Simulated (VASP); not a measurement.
CdPd:

```
Cd Pd
1.0
     2.96312    0.00000    0.00000
     0.00000    2.96312    0.00000
     0.00000    0.00000    3.62386
Cd Pd
1 1
Direct
  0.00000 0.00000 0.00000
  0.50000 0.50000 0.50000
```

Base run:

- Program: VASP 6.6.1
- Functional: LDA
- Potentials or basis: VASP PAW LDA potentials, release 64 (Cd_sv_GW, Pd_sv_GW)
- Cutoff: 540 eV
- k mesh: 14 × 14 × 12
- Occupations: gaussian, width 0.1 eV
- Spin: no spin polarisation

Its results: band gap on the k mesh zero (band 19 reaches 12.59 eV, above the bottom of band 20 at 6.74 eV); pressure -2.2 GPa.

**Question.** The run is repeated on the same cell with these changes: potentials or basis from VASP PAW LDA potentials, release 64 (Cd_sv_GW, Pd_sv_GW) to VASP PAW LDA potentials, release 64 (Cd, Pd); cutoff from 540 eV to 520 eV; further incar settings from ALGO = Normal; EDIFF = 1e-06; NBANDS = 26 to ALGO = Normal; EDIFF = 1e-07; NBANDS = 18; valence electrons from 38 to 22. What comes out?

**Answer.** Band gap on the k mesh zero (band 11 reaches 10.91 eV, above the bottom of band 12 at 5.09 eV); pressure 1.6 GPa.
